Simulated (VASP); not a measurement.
# Si2W (Immm) in VASP: a series of runs

Runs on Si2W. Level: PBE. Tasks: single point.

Everything below comes from runs of VASP 6.6.1. Logs are shortened: lines on timing, memory, paths and dates and some standing lists are left out, and cuts for length are marked.

**1. The cell of the first run**

Symmetry: Immm, No. 71, orthorhombic system. The conventional cell has a = 3.205 Å, b = 3.326 Å, c = 7.838 Å, α = 90.00°, β = 90.00°, γ = 90.00°. Si (site symmetry mm2) has 9 Si at 2.59 to 3.33 Å and 5 W at 2.62 to 2.65 Å within 3.4 Å. W (site symmetry mmm) has 10 Si at 2.62 to 2.65 Å and 4 W at 3.21 to 3.33 Å within 3.5 Å.

**2. Single point, PBE (uniaxial strain along a: +3.0 %, then relaxed in part)**

Contents of INCAR:

```
PREC = Accurate
ENCUT = 520
EDIFF = 1E-6
ISMEAR = 0
SIGMA = 0.1
LREAL = F
LASPH = T
NELM = 60
ALGO = Normal
ISIF = 2
LWAVE = F
LCHARG = F
GGA = PE
NBANDS = 31
```

Contents of KPOINTS:

```
regular mesh
0
Gamma
  12 12 6
```

Contents of POSCAR:

```
Si2W
1.0
    3.3258651738      0.0000000000      0.0000000000
    0.0000000000      3.2050175489      0.0000000000
    0.0000000000      0.0000000000      7.8383634071
Si W
4 2
Direct
    0.0000000000      0.0000000000      0.3348526663
    0.5000000000      0.5000000000      0.1651473337
    0.5000000000      0.5000000000      0.8348526663
    0.0000000000      0.0000000000      0.6651473337
    0.0000000000      0.0000000000      0.0000000000
    0.5000000000      0.5000000000      0.5000000000
```

Potentials or basis: VASP PAW PBE potentials, release 64 (Si, W_sv).

Command:

```console
$ cat potpaw_PBE.64/Si/POTCAR potpaw_PBE.64/W_sv/POTCAR > POTCAR
$ mpirun -np 1 vasp_std > vasp.out
```

OUTCAR:

```text
PREC = Accurate
   ENCUT = 520
   EDIFF = 1E-6
   ISMEAR = 0
   LREAL = F
   LASPH = T
   NELM = 60
   ISIF = 2
   GGA = PE

 ion  position               nearest neighbor table
   1  0.000  0.000  0.335-   4 2.59   5 2.62   6 2.65   6 2.65   6 2.65   6 2.65   2 2.67   2 2.67
                             2 2.67   2 2.67
   2  0.500  0.500  0.165-   3 2.59   6 2.62   5 2.65   5 2.65   5 2.65   5 2.65   1 2.67   1 2.67
                             1 2.67   1 2.67
   3  0.500  0.500  0.835-   2 2.59   6 2.62   5 2.65   5 2.65   5 2.65   5 2.65   4 2.67   4 2.67
                             4 2.67   4 2.67
   4  0.000  0.000  0.665-   1 2.59   5 2.62   6 2.65   6 2.65   6 2.65   6 2.65   3 2.67   3 2.67
                             3 2.67   3 2.67
   5  0.000  0.000  0.000-   1 2.62   4 2.62   3 2.65   2 2.65   2 2.65   3 2.65   2 2.65   3 2.65
                             2 2.65   3 2.65
   6  0.500  0.500  0.500-   2 2.62   3 2.62   1 2.65   4 2.65   1 2.65   4 2.65   1 2.65   4 2.65
                             1 2.65   4 2.65

  LATTYP: Found a simple orthorhombic cell.
 ALAT       =     3.2050175489
 B/A-ratio  =     1.0377057608
 C/A-ratio  =     2.4456538186

  Lattice vectors:

 A1 = (   0.0000000000,  -3.2050175489,   0.0000000000)
 A2 = (   3.3258651738,   0.0000000000,   0.0000000000)
 A3 = (   0.0000000000,   0.0000000000,   7.8383634071)

Analysis of symmetry for initial positions (statically):
=====================================================================
 Subroutine PRICEL returns following result:

  LATTYP: Found a body centered orthorhombic cell.
 ALAT       =     3.2050175489
 B/A-ratio  =     1.0377057608
 C/A-ratio  =     2.4456538186

  Lattice vectors:

 A1 = (   1.6629325869,  -1.6025087744,  -3.9191817035)
 A2 = (  -1.6629325869,   1.6025087744,  -3.9191817035)
 A3 = (   1.6629325869,   1.6025087744,   3.9191817035)

   2 primitive cells build up your supercell.

 Routine SETGRP: Setting up the symmetry group for a
 simple orthorhombic supercell.

 Subroutine GETGRP returns: Found  8 space group operations
 (whereof  8 operations were pure point group operations)
 out of a pool of  8 trial point group operations.

The static configuration has the point symmetry D_2h.

Analysis of symmetry for dynamics (positions and initial velocities):
=====================================================================
 Subroutine PRICEL returns following result:

  LATTYP: Found a body centered orthorhombic cell.
[... 123 lines left out ...]
   EDIFFG = 0.1E-04   stopping-criterion for IOM
   NSW    =      0    number of steps for IOM
   IBRION =     -1    ionic relax: 0-MD 1-quasi-New 2-CG
   NFREE  =      0    steps in history (QN), initial steepest desc. (CG)
   ISIF   =      2    stress and relaxation
   ISYM   =      2    0-nonsym 1-usesym 2-fastsym
   POTIM  = 0.5000    time-step for ionic-motion
   TEBEG  =    0.0;   TEEND  =   0.0 temperature during run
   PSTRESS=    0.0 pullay stress
   NELECT =      44.0000    total number of electrons
   NUPDOWN=      -1.0000    fix difference up-down
   EMIN   =  10.00;   EMAX   =-10.00  energy-range for DOS
   EFERMI =   0.00;   METHOD = LEGACY
   ISMEAR =     0;   SIGMA  =   0.10  broadening in eV -4-tet -1-fermi 0-gaus
   EFERMI_NEDOS =   21; number of points for ismear=-14 and -15
   IALGO  =     38    algorithm
   IMIX   =      4    mixing-type and parameters
     AMIX     =   0.40;   BMIX     =  1.00
     AMIX_MAG =   1.60;   BMIX_MAG =  1.00
  volume/ion in A,a.u.               =      13.93        93.97
  Fermi-wavevector in a.u.,A,eV,Ry     =   1.322023  2.498261 23.779501  1.747744
  Thomas-Fermi vector in A             =   2.451734
   LORBIT       =      0    0 simple, 1 ext, 2 COOP (PROOUT), +10 PAW based schemes
   GGA     = PE    functional components
   LHFCALC =     F    Hartree Fock is set to
   AEXX    =    0.0000 exact exchange contribution
   IVDW    =     0    specifies the selected vdW correction
   LEPSILON=     F    determine dielectric tensor
   LRPA    =     F    only Hartree local field effects (RPA)
 non-spin polarized calculation
 Gauss-broadening in eV      SIGMA  =   0.10
  energy-cutoff  :      520.00
  volume of cell :       83.55
 maximum number of plane-waves:      2284
 NGX is ok and might be reduce to    28
   NGX = 13   NGY = 11   NGZ = 29

 number of electron      43.9999999 magnetization

 Free energy of the ion-electron system (eV)
  ---------------------------------------------------
  ext. energy  EPLUGINS =         0.00000000
  ---------------------------------------------------
  free energy    TOTEN  =       -49.54986285 eV

  energy without entropy =      -49.54683827  energy(sigma->0) =      -49.54835056

 E-fermi :  11.4942     XC(G=0): -12.3717

 val. band max:       11.4779215019   @ k =   0.3333   0.0000   0.0000
 cond. band min:      11.4958860762   @ k =   0.0833   0.0000   0.1667
 fundamental gap:      0.0179645743
 Fermi energy:        11.4941990996

 k-point     1 :       0.0000    0.0000    0.0000
  band No.  band energies     occupation
      1     -62.4331      2.00000
      2     -62.4330      2.00000
      3     -26.7166      2.00000
      4     -26.7153      2.00000
      5     -26.6667      2.00000
      6     -26.6514      2.00000
[... 805 lines left out ...]
     30      16.0179      0.00000
     31      16.1393      0.00000

 [... further k-points ...]

------------------------ aborting loop because EDIFF is reached ----------------------------------------

  FORCE on cell =-STRESS in cart. coord.  units (eV):
  Direction    XX          YY          ZZ          XY          YZ          ZX
  --------------------------------------------------------------------------------------
  -------------------------------------------------------------------------------------
  Total       -5.3770301      0.0321941     -0.0112965     -0.0000000      0.0000000      0.0000000
  in kB     -103.1080573      0.6173427     -0.2166178     -0.0000000      0.0000000      0.0000000
  external PRESSURE =     -34.2357775 kB  Pullay stress =       0.0000000 kB

 VOLUME and BASIS-vectors are now :
 -----------------------------------------------------------------------------
  energy-cutoff  :      520.00
  volume of cell :       83.55
      direct lattice vectors                 reciprocal lattice vectors
     3.325865174  0.000000000  0.000000000     0.300673644  0.000000000  0.000000000
     0.000000000  3.205017549  0.000000000     0.000000000  0.312010772  0.000000000
     0.000000000  0.000000000  7.838363407     0.000000000  0.000000000  0.127577652

 POSITION                                       TOTAL-FORCE (eV/Angst)
 -----------------------------------------------------------------------------------
      0.00000      0.00000      2.62470        -0.000000      0.000000     -0.001695
      1.66293      1.60251      1.29448        -0.000000     -0.000000      0.001695
      1.66293      1.60251      6.54388        -0.000000     -0.000000     -0.001695
      0.00000      0.00000      5.21367         0.000000     -0.000000      0.001695
      0.00000      0.00000      0.00000         0.000000     -0.000000      0.000000
      1.66293      1.60251      3.91918         0.000000     -0.000000      0.000000
 -----------------------------------------------------------------------------------
    total drift:                               -0.000000      0.000000      0.000000

  FREE ENERGIE OF THE ION-ELECTRON SYSTEM (eV)
  ---------------------------------------------------
  free  energy   TOTEN  =       -49.5498628478 eV

  energy  without entropy=      -49.5468382690  energy(sigma->0) =      -49.54835056
```

stdout:

```text
POSCAR found type information on POSCAR SiW
 POSCAR found :  2 types and       6 ions
 scaLAPACK will be used
 LDA part: xc-table for (Slater+PW92), standard interpolation
 POSCAR, INCAR and KPOINTS ok, starting setup
 FFT: planning ... GRIDC
 FFT: planning ... GRID_SOFT
 FFT: planning ... GRID
 WAVECAR not read
 entering main loop
```

Run time: 3 min. Hardware: 1 thread of Intel Xeon 6975P-C (Granite Rapids), shared host; peak memory 0.48 GiB.

What came out:

| Item | Value |
| --- | --- |
| Free energy | -49.5499 eV |
| Pressure | -3.4 GPa |
| Band gap on the k mesh | zero (bands 22 and 23 overlap by 0.97 eV) |

Caveat: the cell differs from its parent crystal (uniaxial strain along a: +3.0 %, then relaxed in part); the stress differs along the axes, from -10 to 0 GPa; spin-orbit coupling is left out, which moves the levels of the heavy elements.

**3. Single point, PBE (uniaxial strain along a: +4.5 %)**

Contents of INCAR:

```
SYSTEM = Si2W
PREC = Accurate
ENCUT = 520
EDIFF = 1E-6
ISMEAR = 0
SIGMA = 0.1
LREAL = .FALSE.
LASPH = .TRUE.
NELM = 100
ALGO = Normal
ISIF = 2
LWAVE = .FALSE.
LCHARG = .FALSE.
GGA = PE
NBANDS = 31
```

Contents of KPOINTS:

```
Automatic mesh
0
G
  12 12 6
  0 0 0
```

POSCAR, as its differences from that of step 2:

```diff
@@ -2,5 +2,5 @@
 1.0
-    3.3258651738      0.0000000000      0.0000000000
-    0.0000000000      3.2050175489      0.0000000000
-    0.0000000000      0.0000000000      7.8383634071
+    3.3743001035      0.0000000000      0.0000000000
+    0.0000000000      3.1926691171      0.0000000000
+    0.0000000000      0.0000000000      7.7783260066
 Si W
```

Potentials or basis: VASP PAW PBE potentials, release 64 (Si, W_sv).

Command:

```console
$ cat potpaw_PBE.64/Si/POTCAR potpaw_PBE.64/W_sv/POTCAR > POTCAR
$ mpirun -np 1 vasp_std > vasp.out
```

OUTCAR:

```text
SYSTEM = Si2W
   PREC = Accurate
   ENCUT = 520
   EDIFF = 1E-6
   ISMEAR = 0
   LREAL = .FALSE.
   LASPH = .TRUE.
   NELM = 100
   ISIF = 2
   GGA = PE

 ion  position               nearest neighbor table
   1  0.000  0.000  0.335-   4 2.57   5 2.60   6 2.65   6 2.65   6 2.65   6 2.65   2 2.67   2 2.67
                             2 2.67   2 2.67
   2  0.500  0.500  0.165-   3 2.57   6 2.60   5 2.65   5 2.65   5 2.65   5 2.65   1 2.67   1 2.67
                             1 2.67   1 2.67
   3  0.500  0.500  0.835-   2 2.57   6 2.60   5 2.65   5 2.65   5 2.65   5 2.65   4 2.67   4 2.67
                             4 2.67   4 2.67
   4  0.000  0.000  0.665-   1 2.57   5 2.60   6 2.65   6 2.65   6 2.65   6 2.65   3 2.67   3 2.67
                             3 2.67   3 2.67
   5  0.000  0.000  0.000-   1 2.60   4 2.60   3 2.65   2 2.65   2 2.65   3 2.65   2 2.65   3 2.65
                             2 2.65   3 2.65
   6  0.500  0.500  0.500-   2 2.60   3 2.60   1 2.65   4 2.65   1 2.65   4 2.65   1 2.65   4 2.65
                             1 2.65   4 2.65

  LATTYP: Found a simple orthorhombic cell.
 ALAT       =     3.1926691171
 B/A-ratio  =     1.0568900126
 C/A-ratio  =     2.4363082178

  Lattice vectors:

 A1 = (   0.0000000000,  -3.1926691171,   0.0000000000)
 A2 = (   3.3743001035,   0.0000000000,   0.0000000000)
 A3 = (   0.0000000000,   0.0000000000,   7.7783260066)

Analysis of symmetry for initial positions (statically):
=====================================================================
 Subroutine PRICEL returns following result:

  LATTYP: Found a body centered orthorhombic cell.
 ALAT       =     3.1926691171
 B/A-ratio  =     1.0568900126
 C/A-ratio  =     2.4363082178

  Lattice vectors:

 A1 = (   1.6871500517,  -1.5963345585,  -3.8891630033)
 A2 = (  -1.6871500517,   1.5963345585,  -3.8891630033)
 A3 = (   1.6871500517,   1.5963345585,   3.8891630033)

   2 primitive cells build up your supercell.

 Routine SETGRP: Setting up the symmetry group for a
 simple orthorhombic supercell.

[... 155 lines left out ...]
  Thomas-Fermi vector in A             =   2.450546
   LORBIT       =      0    0 simple, 1 ext, 2 COOP (PROOUT), +10 PAW based schemes
   GGA     = PE    functional components
   LHFCALC =     F    Hartree Fock is set to
   AEXX    =    0.0000 exact exchange contribution
   IVDW    =     0    specifies the selected vdW correction
   LEPSILON=     F    determine dielectric tensor
   LRPA    =     F    only Hartree local field effects (RPA)
 non-spin polarized calculation
 Gauss-broadening in eV      SIGMA  =   0.10
  energy-cutoff  :      520.00
  volume of cell :       83.80
 maximum number of plane-waves:      2280
 NGX is ok and might be reduce to    28
   NGX = 13   NGY = 11   NGZ = 29

 number of electron      43.9999998 magnetization

 Free energy of the ion-electron system (eV)
  ---------------------------------------------------
  ext. energy  EPLUGINS =         0.00000000
  ---------------------------------------------------
  free energy    TOTEN  =       -49.44889811 eV

  energy without entropy =      -49.44592990  energy(sigma->0) =      -49.44741401

 E-fermi :  11.4618     XC(G=0): -12.3562

 val. band max:       11.4615694384   @ k =   0.1667   0.0833   0.1667
 cond. band min:      11.4859028285   @ k =   0.0000   0.1667   0.0000
 fundamental gap:      0.0243333900
 Fermi energy:        11.4617987683

 k-point     1 :       0.0000    0.0000    0.0000
  band No.  band energies     occupation
      1     -62.4850      2.00000
      2     -62.4849      2.00000
      3     -26.7951      2.00000
      4     -26.7937      2.00000
      5     -26.7085      2.00000
      6     -26.6925      2.00000
[... 805 lines left out ...]
     30      15.9731      0.00000
     31      16.0297      0.00000

 [... further k-points ...]

------------------------ aborting loop because EDIFF is reached ----------------------------------------

  FORCE on cell =-STRESS in cart. coord.  units (eV):
  Direction    XX          YY          ZZ          XY          YZ          ZX
  --------------------------------------------------------------------------------------
  -------------------------------------------------------------------------------------
  Total       -7.6169571      0.3813204      1.6523402      0.0000000      0.0000000      0.0000000
  in kB     -145.6358628      7.2908276     31.5926669      0.0000000      0.0000000      0.0000000
  external PRESSURE =     -35.5841227 kB  Pullay stress =       0.0000000 kB

 VOLUME and BASIS-vectors are now :
 -----------------------------------------------------------------------------
  energy-cutoff  :      520.00
  volume of cell :       83.80
      direct lattice vectors                 reciprocal lattice vectors
     3.374300103  0.000000000  0.000000000     0.296357754  0.000000000  0.000000000
     0.000000000  3.192669117  0.000000000     0.000000000  0.313217550  0.000000000
     0.000000000  0.000000000  7.778326007     0.000000000  0.000000000  0.128562367

 POSITION                                       TOTAL-FORCE (eV/Angst)
 -----------------------------------------------------------------------------------
      0.00000      0.00000      2.60459        -0.000000     -0.000000      0.007577
      1.68715      1.59633      1.28457         0.000000      0.000000     -0.007577
      1.68715      1.59633      6.49376        -0.000000     -0.000000      0.007577
      0.00000      0.00000      5.17373        -0.000000     -0.000000     -0.007577
      0.00000      0.00000      0.00000        -0.000000     -0.000000     -0.000000
      1.68715      1.59633      3.88916        -0.000000     -0.000000     -0.000000
 -----------------------------------------------------------------------------------
    total drift:                                0.000000      0.000000      0.000000

  FREE ENERGIE OF THE ION-ELECTRON SYSTEM (eV)
  ---------------------------------------------------
  free  energy   TOTEN  =       -49.4488981115 eV

  energy  without entropy=      -49.4459299026  energy(sigma->0) =      -49.44741401
```

stdout:

```text
POSCAR found type information on POSCAR SiW
 POSCAR found :  2 types and       6 ions
 scaLAPACK will be used
 LDA part: xc-table for (Slater+PW92), standard interpolation
 POSCAR, INCAR and KPOINTS ok, starting setup
 FFT: planning ... GRIDC
 FFT: planning ... GRID_SOFT
 FFT: planning ... GRID
 WAVECAR not read
 entering main loop
```

It took 2.9 min on 1 thread of Intel Xeon 6975P-C (Granite Rapids), shared host; peak memory 0.48 GiB.

What came out:

| Item | Value |
| --- | --- |
| Free energy | -49.4489 eV |
| Pressure | -3.6 GPa |
| Largest force | 0.008 eV/Å |
| Band gap on the k mesh | zero (bands 22 and 23 overlap by 0.79 eV) |

Forces in eV/Å, atoms in the order of the input:
```
Si   0.000  0.000  0.008
Si   0.000  0.000 -0.008
Si   0.000  0.000  0.008
Si   0.000  0.000 -0.008
W    0.000  0.000  0.000
W    0.000  0.000  0.000
```

Levels at points of the mesh, in eV from the Fermi level:
| k point | band 18 | band 19 | band 20 | band 21 | band 22 | band 23 | band 24 | band 25 | band 26 | band 27 |
| --- | --- | --- | --- | --- | --- | --- | --- | --- | --- | --- |
| (0.00, 0.00, 0.00) | -2.35 | -1.63 | -0.80 | -0.40 | -0.11 | 0.44 | 0.63 | 2.03 | 2.26 | 3.27 |
| (0.50, 0.00, 0.00) | -2.37 | -2.35 | -2.35 | -0.47 | -0.47 | 1.76 | 1.76 | 2.51 | 2.51 | 3.65 |
| (0.00, 0.50, 0.00) | -3.17 | -2.23 | -2.23 | -1.06 | -1.06 | 2.17 | 2.17 | 2.96 | 2.96 | 3.29 |
| (0.50, 0.50, 0.00) | -4.93 | -2.94 | -2.94 | -1.80 | -1.80 | 2.25 | 2.25 | 2.93 | 2.93 | 3.21 |
| (0.00, 0.00, 0.50) | -2.19 | -1.80 | -1.80 | 0.54 | 0.54 | 0.96 | 0.96 | 1.20 | 1.20 | 1.88 |
| (0.50, 0.00, 0.50) | -2.65 | -2.43 | -2.43 | -0.20 | -0.20 | 1.80 | 1.80 | 3.05 | 3.05 | 4.17 |
| (0.00, 0.50, 0.50) | -3.23 | -2.56 | -2.56 | -0.74 | -0.74 | 2.13 | 2.13 | 2.95 | 2.95 | 3.83 |
| (0.50, 0.50, 0.50) | -2.92 | -2.44 | -2.44 | -2.17 | -2.17 | 0.14 | 0.14 | 2.30 | 2.30 | 3.56 |

Caveat: the cell differs from its parent crystal (uniaxial strain along a: +4.5 %); the stress differs along the axes, from -15 to 3 GPa; spin-orbit coupling is left out, which moves the levels of the heavy elements.

The gap in the log of VASP goes by the Fermi energy; the results here count the filled bands.